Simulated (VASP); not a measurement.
**AlP: single point with r2SCAN**

AlP:

```
Al P
1.0
     0.00000    2.79404    2.79404
     2.79404    0.00000    2.79404
     2.79404    2.79404    0.00000
Al P
1 1
Direct
  0.00000 0.00000 0.00000
  0.25000 0.25000 0.25000
```

This cell differs from its parent crystal: strain +2.0%.

```
Program             : VASP 6.6.1
Task                : single point
Functional          : r2SCAN
Potentials or basis : VASP PAW PBE potentials, release 64 (Al, P)
Cutoff              : 550 eV
k mesh              : 8 × 8 × 8
Occupations         : gaussian, width 0.01 eV
Spin                : no spin polarisation
```

```yaml
Pressure: -5.0 GPa
Band_gap_on_the_k_mesh: 2.03 eV, indirect (least direct gap 3.37 eV)
```

Levels at points of the mesh, in eV from the valence-band top:
| k point | band 1 | band 2 | band 3 | band 4 | band 5 | band 6 | band 7 | band 8 |
| --- | --- | --- | --- | --- | --- | --- | --- | --- |
| (0.00, 0.00, 0.00) | -11.60 | 0.00 | 0.00 | 0.00 | 3.37 | 4.87 | 4.87 | 4.87 |
| (0.50, 0.00, 0.00) | -10.02 | -5.37 | -0.75 | -0.75 | 3.05 | 5.19 | 5.19 | 8.72 |
| (0.50, 0.50, 0.00) | -9.40 | -5.20 | -2.04 | -2.04 | 2.03 | 2.85 | 11.36 | 11.36 |

It took 42 s on 1 thread of AMD EPYC 9R45 96-Core Processor (Zen 5) (shared host), peak memory 0.14 GiB.

Caveat: the cell differs from its parent crystal (strain +2.0%); the PAW data sets were made with another functional, which shifts forces and pressure a little. A k mesh can miss the band edges.
